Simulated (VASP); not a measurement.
Write the native input for VASP 6.6.1 that does the following.

```
Task                   : relaxation of cell and atoms
Functional             : PBE
Potentials or basis    : VASP PAW PBE potentials, release 64 (Ni, Al)
Cutoff                 : 600 eV
k mesh                 : 12 × 12 × 12
Occupations            : fermi-dirac, width 0.08 eV
Spin                   : no spin polarisation
Target pressure        : 0.0033 GPa
Dipole correction      : no
Further INCAR settings : ALGO = Normal; EDIFF = 1e-07; IBRION = 2; EDIFFG = -0.005; NSW = 60; ISIF = 3
```

The structure of AlNi (zincblende type) lies in POSCAR:

```
AlNi
1.0
    0.0000000000      2.5817145861      2.5817145861
    2.5817145861      0.0000000000      2.5817145861
    2.5817145861      2.5817145861      0.0000000000
Ni Al
1 1
Direct
    0.0000000000      0.0000000000      0.0000000000
    0.2500000000      0.2500000000      0.2500000000
```

These files were run (other wordings do the same):

INCAR

```
SYSTEM = AlNi
PREC     = Accurate       ! precision mode
ENCUT    = 600            ! plane-wave cutoff, eV
EDIFF    = 1E-7           ! SCF threshold, eV
ISMEAR   = -1             ! smearing method
SIGMA    = 0.08           ! smearing width, eV
LREAL    = .False.        ! projectors in reciprocal space
LASPH    = .True.         ! aspherical terms in the spheres
NELM     = 100            ! most SCF steps
ALGO     = Normal         ! electronic algorithm
ISIF     = 3              ! what is computed and relaxed
LWAVE    = .False.        ! write WAVECAR
LCHARG   = .False.        ! write CHGCAR
GGA      = PE             ! functional
IBRION   = 2              ! ionic algorithm
NSW      = 60             ! ionic steps
EDIFFG   = -0.005         ! ionic threshold
PSTRESS  = 0.033
```

KPOINTS

```
regular mesh
0
Gamma
  12 12 12
  0 0 0
```

Potentials or basis: VASP PAW PBE potentials, release 64 (Ni, Al).

Launch:

```bash
$ cat potpaw_PBE.64/Ni/POTCAR potpaw_PBE.64/Al/POTCAR > POTCAR
$ mpirun -np 1 vasp_std > vasp.out
```

Results of the run:

```yaml
Relaxed_volume: 19.23 Å³/atom
Relaxed_cell: a = 3.789 Å, b = 3.789 Å, c = 3.789 Å, α = 60.00°, β = 60.00°, γ = 60.00°
Space_group_after_relaxing_to_0.05_Å: F-43m (No. 216)
Energy_change_on_relaxing_the_enthalpy_is_what_falls: -52.2 meV/atom
Ionic_steps: 3
Pressure_after_relaxing: 0.0 GPa
```

Caveat: the cell is relaxed towards a set pressure, so the enthalpy falls and the energy may rise.

Run time: 84 s on 1 thread of Intel Xeon 6975P-C (shared host), peak memory 0.2 GiB.
